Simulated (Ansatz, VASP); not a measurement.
ScIr2: VASP beside Ansatz

```
Sc Ir
1.0
     0.00000    3.64105    3.64105
     3.64105    0.00000    3.64105
     3.64105    3.64105    0.00000
Sc Ir
2 4
Direct
  0.00000 0.00000 0.00000
  0.25000 0.25000 0.25000
  0.62500 0.62500 0.62500
  0.12500 0.62500 0.62500
  0.62500 0.62500 0.12500
  0.62500 0.12500 0.62500
```

Alike in both runs: task single point; functional LDA; k mesh 6 × 6 × 6; occupations gaussian, width 0.1 eV; no spin polarisation.

|  | VASP | Ansatz |
| --- | --- | --- |
| version | VASP 6.6.1 | Ansatz 0.2.0 |
| potentials or method | VASP PAW LDA potentials, release 64 (Sc_sv, Ir), cutoff 520 eV | plane waves, PAW |
| valence electrons in the cell | 58 | 90 |

|  | VASP | Ansatz | Ansatz less VASP |
| --- | --- | --- | --- |
| pressure (GPa) | 0.7 | -0.7 | -1.43 |

LDA's correlation is that of Perdew and Zunger in VASP and of Perdew and Wang (1992) in Ansatz. VASP's potentials hold 58 valence electrons a cell and Ansatz's 90, so a difference there can come from the potentials and not from the codes. Ansatz's warnings: stress scf threshold loose.

Neither program's run includes spin-orbit coupling.
